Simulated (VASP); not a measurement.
Input of a VASP 6.6.1 run:

Contents of INCAR:

```
SYSTEM = Ru
  PREC = Accurate
  ENCUT = 600
  EDIFF = 1E-7
  ISMEAR = -1
  SIGMA = 0.05
  LREAL = .FALSE.
  LASPH = .TRUE.
  NELM = 100
  ALGO = Normal
  ISIF = 3
  LWAVE = .FALSE.
  LCHARG = .FALSE.
  GGA = PE
  IBRION = 2
  NSW = 45
  EDIFFG = -0.005
```

KPOINTS

```
regular mesh
0
G
  17 17 10
  0 0 0
```

POSCAR

```
Ru
1.0
    2.7210772114      0.0000000000      0.0000000000
   -1.3605386057      2.3565219907      0.0000000000
    0.0000000000      0.0000000000      4.2948850397
Ru
2
Direct
    0.3333333333      0.6666666667      0.2500000000
    0.6666666667      0.3333333333      0.7500000000
```

Potentials or basis: VASP PAW PBE potentials, release 64 (Ru_pv).

Run with:

```bash
$ cat potpaw_PBE.64/Ru_pv/POTCAR > POTCAR
$ mpirun -np 1 vasp_std > vasp.out
```

Predict the space group after relaxing (to 0.05 Å).

P6_3/mmc (No. 194).

Estimate the band gap on the k mesh.

zero (band 14 reaches 14.00 eV, above the bottom of band 15 at 11.01 eV).

Final structure:
```
CELL_PARAMETERS angstrom
2.72062 0.00000 0.00000
-1.36031 2.35613 0.00000
0.00000 0.00000 4.29431
ATOMIC_POSITIONS crystal
Ru 0.33333 0.66667 0.25000
Ru 0.66667 0.33333 0.75000
```
